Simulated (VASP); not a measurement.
Runs of VASP 6.6.1 on HgTe. The structure is that of space group Fm-3m (No. 225), or close to it. The cells are those of the table. 

```tsv
cell	gap on the mesh (eV)	pressure (GPa)
a = 4.030, b = 4.030, c = 5.858 Å, 4 atoms	none	11.3
a = 4.242, b = 4.242, c = 6.309 Å, 4 atoms	none	-2.0
a = 4.348, b = 4.348, c = 6.009 Å, 4 atoms	none	-2.3
a = 4.136, b = 4.136, c = 5.708 Å, 4 atoms	none	(b)
a = 4.242, b = 4.242, c = 6.159 Å, 4 atoms	none	-1.0
a = 4.030, b = 4.030, c = 6.009 Å, 4 atoms	none	8.9
a = 4.030, b = 4.030, c = 5.708 Å, 4 atoms	none	(a)
```

Alike in all rows: task single point; level PBEsol; potentials or basis VASP PAW PBE potentials, release 64 (Hg, Te); no spin polarisation; k mesh 12 × 12 × 8; cutoff (eV) 520; smearing gaussian 0.15 eV.

**Question.** Estimate the missing entries.

**Answer.** (a) 14.3; (b) 8.4.

Caveats: the PAW data sets were made with another functional, which shifts forces and pressure a little; spin-orbit coupling is left out, which moves the levels of the heavy elements; the cell stands under pressure (at least some runs); the stress differs along the axes, from 5 to 11 GPa (at least some runs).

A k mesh can miss the band edges, and the runs leave out spin-orbit coupling on Hg, Te.

A gap of «none» marks levels without a gap at the run's occupations.
